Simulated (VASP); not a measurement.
Runs of VASP 6.6.1 on Pt. The structure is that of space group Fm-3m (No. 225), or close to it. The cells are those of the table. 

```csv
spin,cell,k mesh,smearing,gap on the mesh (eV),pressure (GPa),moment (μB)
off,"a = 2.824 Å, angles 60.0°, 1 atom",22 × 22 × 22,fermi-dirac 0.1 eV,none,-0.4,-
"collinear, ferromagnetic start","a = 2.823 Å, angles 60.0°, 1 atom",14 × 14 × 14,fermi-dirac 0.05 eV,none,(a),0.00
"collinear, ferromagnetic start","a = 2.823 Å, angles 60.0°, 1 atom",22 × 22 × 22,fermi-dirac 0.05 eV,none,-0.4,0.00
off,"a = 2.747 Å, angles 60.0°, 1 atom",22 × 22 × 22,fermi-dirac 0.1 eV,none,23.4,-
```

Alike in all rows: task single point; level RPBE; potentials or basis VASP PAW PBE potentials, release 64 (Pt); cutoff (eV) 520.

Task: Estimate the missing entries.

Result: (a) -0.5.

Caveats: the PAW data sets were made with another functional, which shifts forces and pressure a little; spin-orbit coupling is left out, which moves the levels of the heavy elements.

A k mesh can miss the band edges, and the runs leave out spin-orbit coupling on Pt.

A gap of «none» marks levels without a gap at the run's occupations.
